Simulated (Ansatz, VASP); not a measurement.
**Two plane-wave programs on MgO**

Contents of INCAR:

```
ALGO     = Normal         # electronic algorithm
EDIFF    = 1E-6           # SCF threshold, eV
ENCUT    = 520            # plane-wave cutoff, eV
GGA      = CA             # functional
ISIF     = 2              # what is computed and relaxed
ISMEAR   = 0              # smearing method
LASPH    = T              # aspherical terms in the spheres
LCHARG   = F              # write CHGCAR
LREAL    = F              # projectors in reciprocal space
LWAVE    = F              # write WAVECAR
NBANDS   = 36             # bands
NELM     = 60             # most SCF steps
PREC     = Accurate       # precision mode
SIGMA    = 0.05           # smearing width, eV
```

The input KPOINTS:

```
k-points
0
Gamma
  4 4 4
```

File POSCAR:

```
MgO
1.0
    5.5230736673      0.0000000000      0.0000000000
    0.0000000000      5.5230736673      0.0000000000
    0.0000000000      0.0000000000      5.5230736673
Mg O
6 6
Direct
    0.2500000000     -0.0184408449      0.5000000000
    0.0000000000      0.5184408449      0.2500000000
    0.5000000000      0.7500000000      0.0000000000
    0.7500000000     -0.0184408449      0.5000000000
    0.0000000000      0.5184408449      0.7500000000
    0.5000000000      0.2500000000      0.0000000000
    0.2500000000      0.4924707307      0.0000000000
    0.5000000000      0.0075292693      0.2500000000
    0.0000000000      0.7500000000      0.5000000000
    0.7500000000      0.4924707307      0.0000000000
    0.5000000000      0.0075292693      0.7500000000
    0.0000000000      0.2500000000      0.5000000000
```

Input for Ansatz:

```yaml
crystal:
  lattice:
    - [5.5230736673, 0.0, 0.0]
    - [0.0, 5.5230736673, 0.0]
    - [0.0, 0.0, 5.5230736673]
  atoms:
    - { symbol: Mg, position: [0.25, -0.0184408449, 0.5] }
    - { symbol: Mg, position: [0.0, 0.5184408449, 0.25] }
    - { symbol: Mg, position: [0.5, 0.75, 0.0] }
    - { symbol: Mg, position: [0.75, -0.0184408449, 0.5] }
    - { symbol: Mg, position: [0.0, 0.5184408449, 0.75] }
    - { symbol: Mg, position: [0.5, 0.25, 0.0] }
    - { symbol: O, position: [0.25, 0.4924707307, 0.0] }
    - { symbol: O, position: [0.5, 0.0075292693, 0.25] }
    - { symbol: O, position: [0.0, 0.75, 0.5] }
    - { symbol: O, position: [0.75, 0.4924707307, 0.0] }
    - { symbol: O, position: [0.5, 0.0075292693, 0.75] }
    - { symbol: O, position: [0.0, 0.25, 0.5] }
basis:
  ecutwfc: 520.0
kpoints:
  mp_grid: { grid: [4, 4, 4] }
hamiltonian:
  xc: lda
  pseudopotentials: { kind: paw, azcp: { folder: soft_1 } }
scf:
  occupations: { method: gaussian, width: 0.05 }
output:
  forces: true
  stress: true
  eigenvalues: true
```

Change from the starting cell: mode 14 frozen in at -0.058 Å and mode 24 at -0.086 Å (largest displacements).

Alike in both runs: task single point; functional LDA; k mesh 4 × 4 × 4; occupations gaussian, width 0.05 eV; no spin polarisation.

|  | VASP | Ansatz |
| --- | --- | --- |
| version | VASP 6.6.1 | Ansatz 0.2.0 |
| potentials or method | VASP PAW LDA potentials, release 64 (Mg, O), cutoff 520 eV | scalar-relativistic, plane waves, PAW |
| valence electrons in the cell | 48 | 96 |

|  | VASP | Ansatz | Ansatz less VASP |
| --- | --- | --- | --- |
| gap on the k mesh at the Fermi level (eV) | 2.67 | 2.68 | +0.014 |
| least direct gap on the mesh (eV) | 2.69 | 2.70 | +0.014 |
| pressure (GPa) | -0.4 | 0.3 | +0.68 |
| traceless stress, the component that is largest in VASP (GPa) | -0.31 | -0.31 | -0.006 |
| rms of the force components (eV/Å) | 0.688 | 0.673 | -0.0145 |

Ansatz warns that its potentials were made for another functional, while VASP's fit it. LDA's correlation is that of Perdew and Zunger in VASP and of Perdew and Wang (1992) in Ansatz. Atom by atom the forces differ by 0.015 eV/Å (rms over components). VASP's potentials hold 48 valence electrons a cell and Ansatz's 96, so a difference there can come from the potentials and not from the codes.
